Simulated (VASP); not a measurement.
Runs of VASP 6.6.1 on HfN. The structure is that of space group Fm-3m (No. 225), or close to it. The cells are those of the table. 

```csv
cell,gap on the mesh (eV),pressure (GPa)
"a = 3.313 Å, angles 60.0°, 2 atoms",none,(b)
"a = 3.273 Å, angles 60.0°, 2 atoms",none,-14.7
"a = 3.147 Å, angles 60.0°, 2 atoms",none,17.0
"a = 3.190 Å, angles 60.0°, 2 atoms",none,4.1
"a = 3.057 Å, angles 60.0°, 2 atoms",none,52.5
"a = 3.103 Å, angles 60.0°, 2 atoms",none,32.8
"a = 3.232 Å, angles 60.0°, 2 atoms",none,(a)
```

Alike in all rows: task single point; level PBE; potentials or basis VASP PAW PBE potentials, release 64 (Hf_pv, N); no spin polarisation; k mesh 13 × 13 × 13; cutoff (eV) 520; smearing methfessel-paxton 0.1 eV.

Question: Fill in the values left out.

Answer: (a) -6.3; (b) -21.5.

Caveats: spin-orbit coupling is left out, which moves the levels of the heavy elements.

A k mesh can miss the band edges, and the runs leave out spin-orbit coupling on Hf.

A gap of «none» marks levels without a gap at the run's occupations.
